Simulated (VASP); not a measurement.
Write the native input for VASP 6.6.1 that does the following.

| Property | Result |
| --- | --- |
| Task | single point |
| Functional | PBE |
| Potentials or basis | VASP PAW PBE potentials, release 64 (As) |
| Cutoff | 520 eV |
| k mesh | 6 × 6 × 8 |
| Occupations | fermi-dirac, width 0.05 eV |
| Spin | no spin polarisation |
| Dipole correction | no |
| Further INCAR settings | ALGO = Normal; EDIFF = 1e-07; NBANDS = 12 |

The structure of As lies in POSCAR:

```
As
1.0
    4.5664000000      0.0000000000      0.0000000000
   -2.2832000000      3.9546200000      0.0000000000
    0.0000000000      0.0000000000      2.7770652000
As
2
Direct
    0.3333300000      0.6666700000      0.0000000000
    0.6666700000      0.3333300000      0.0000000000
```

The input as run:

INCAR

```
PREC = Accurate ; ENCUT = 520
EDIFF = 1E-7 ; ISMEAR = -1
SIGMA = 0.05 ; LREAL = False
LASPH = True ; NELM = 100
ALGO = Normal ; ISIF = 2
LWAVE = False ; LCHARG = True
GGA = PE ; LELF = True
LVHAR = True ; NBANDS = 12
```

KPOINTS

```
Automatic mesh
0
Gamma
  6 6 8
```

Potentials or basis: VASP PAW PBE potentials, release 64 (As).

Run with:

```console
$ cat potpaw_PBE.64/As/POTCAR > POTCAR
$ mpirun -np 1 vasp_std > vasp.out
```

Results of the run:

* Pressure: 0.8 GPa
* Band gap on the k mesh: zero (band 5 reaches 6.19 eV, above the bottom of band 6 at 2.14 eV)

Run time: 87 s on 1 thread of AMD EPYC 7R13, on a shared host, peak memory 0.16 GiB.
